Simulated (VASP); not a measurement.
CdS (Greenockite), 4 atoms in the cell. The structure is hexagonal, space group P6_3mc (No. 186). The conventional cell has a = 4.165 Å, b = 4.165 Å, c = 6.766 Å, α = 90.00°, β = 90.00°, γ = 120.00°. Cd (site symmetry 3m) has 4 S at 2.54 to 2.55 Å within 3.4 Å. S (site symmetry 3m) has 4 Cd at 2.54 to 2.55 Å within 3.4 Å. 

- Program: VASP 6.6.1
- Task: single point
- Functional: PBE
- Potentials or basis: VASP PAW PBE potentials, release 64 (Cd, S)
- Cutoff: 520 eV
- k mesh: 6 × 6 × 2
- Occupations: gaussian, width 0.01 eV
- Spin: no spin polarisation
- Dipole correction: no
- Further INCAR settings: ALGO = Normal; EDIFF = 1e-07; NBANDS = 26

Potentials or basis: VASP PAW PBE potentials, release 64 (Cd, S).

Launch:

```console
$ cat potpaw_PBE.64/Cd/POTCAR potpaw_PBE.64/S/POTCAR > POTCAR
$ mpirun -np 1 vasp_std > vasp.out
```

Hardware: 1 thread of AMD EPYC 9R45 96-Core Processor (Zen 5), with other jobs on the host.

How long does it take, and how much memory?

Run time: 22 s on 1 thread of AMD EPYC 9R45 96-Core Processor (Zen 5), on a shared host, peak memory 0.19 GiB. Counts: scf iterations 16, k points 14.
